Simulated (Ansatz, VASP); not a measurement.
**Two plane-wave programs on InP**

```
In P
1.0
     3.91758    0.00000    0.00000
    -1.95879    3.39273    0.00000
     0.00000    0.00000    9.58769
In P
3 3
Direct
  0.00000 0.00000 0.00000
  0.33333 0.66667 0.33333
  0.66667 0.33333 0.66667
  0.66667 0.33333 0.16667
  0.00000 0.00000 0.50000
  0.33333 0.66667 0.83333
```

Alike in both runs: task relaxation of cell and atoms; functional PBE; k mesh 12 × 12 × 4; occupations gaussian, width 0.1 eV; no spin polarisation.

|  | VASP | Ansatz |
| --- | --- | --- |
| version | VASP 6.6.1 | Ansatz 0.2.0 |
| potentials or method | VASP PAW PBE potentials, release 64 (In_d, P), cutoff 600 eV | scalar-relativistic, plane waves, PAW |
| valence electrons in the cell | 54 | 54 |

|  | VASP | Ansatz | Ansatz less VASP |
| --- | --- | --- | --- |
| gap on the k mesh at the Fermi level, each at its own relaxed structure (eV) | none | none | - |
| relaxed volume (Å³/atom) | 21.24 | 21.24 | 0.000 |

A gap of «none» marks a metal or a gap that the smearing closes.

Noted on VASP's run: the relaxation stopped at its first step, so nothing moved.
